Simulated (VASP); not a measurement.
Wanted: the native input for a VASP 6.6.1 run.

```
Task                   : single point
Functional             : PBE
Potentials or basis    : VASP PAW PBE potentials, release 64 (Ge_d)
Cutoff                 : 520 eV
k mesh                 : 8 × 8 × 4
Occupations            : gaussian, width 0.011 eV
Spin                   : no spin polarisation
Dipole correction      : no
Further INCAR settings : ALGO = Normal; EDIFF = 1e-06; NBANDS = 36
```

The structure of Ge lies in POSCAR:

```
Ge
1.0
    3.9975858431      0.0000000000      0.0000000000
   -1.9987929216      3.4620108940      0.0000000000
    0.0000000000      0.0000000000      6.5993779500
Ge
4
Direct
    0.3333333333      0.6666666667      0.9370987500
    0.6666666667      0.3333333333      0.4370987500
    0.3333333333      0.6666666667      0.5629012500
    0.6666666667      0.3333333333      0.0629012500
```

These files were run (other wordings do the same):

INCAR

```
SYSTEM = Ge
PREC     = Accurate       ! precision mode
ENCUT    = 520            ! plane-wave cutoff, eV
EDIFF    = 1E-6           ! SCF threshold, eV
ISMEAR   = 0              ! smearing method
SIGMA    = 0.011          ! smearing width, eV
LREAL    = .FALSE.        ! projectors in reciprocal space
LASPH    = .TRUE.         ! aspherical terms in the spheres
NELM     = 60             ! most SCF steps
ALGO     = Normal         ! electronic algorithm
ISIF     = 2              ! what is computed and relaxed
LWAVE    = .FALSE.        ! write WAVECAR
LCHARG   = .TRUE.         ! write CHGCAR
GGA      = PE             ! functional
LELF     = .TRUE.         ! ELF
LVHAR    = .TRUE.       
NBANDS   = 36             ! bands
```

KPOINTS

```
regular mesh
0
G
  8 8 4
  0 0 0
```

Potentials or basis: VASP PAW PBE potentials, release 64 (Ge_d).

Launch:

```bash
$ cat potpaw_PBE.64/Ge_d/POTCAR > POTCAR
$ mpirun -np 1 vasp_std > vasp.out
```

It gave:

```json
{
 "Pressure": "2.9 GPa",
 "Largest force": "0.019 eV/Å",
 "Band gap on the k mesh": "0.12 eV, direct"
}
```

Run time: 54 s on 1 thread of AMD EPYC 9R45 96-Core Processor (Zen 5), on a shared host, peak memory 0.2 GiB.
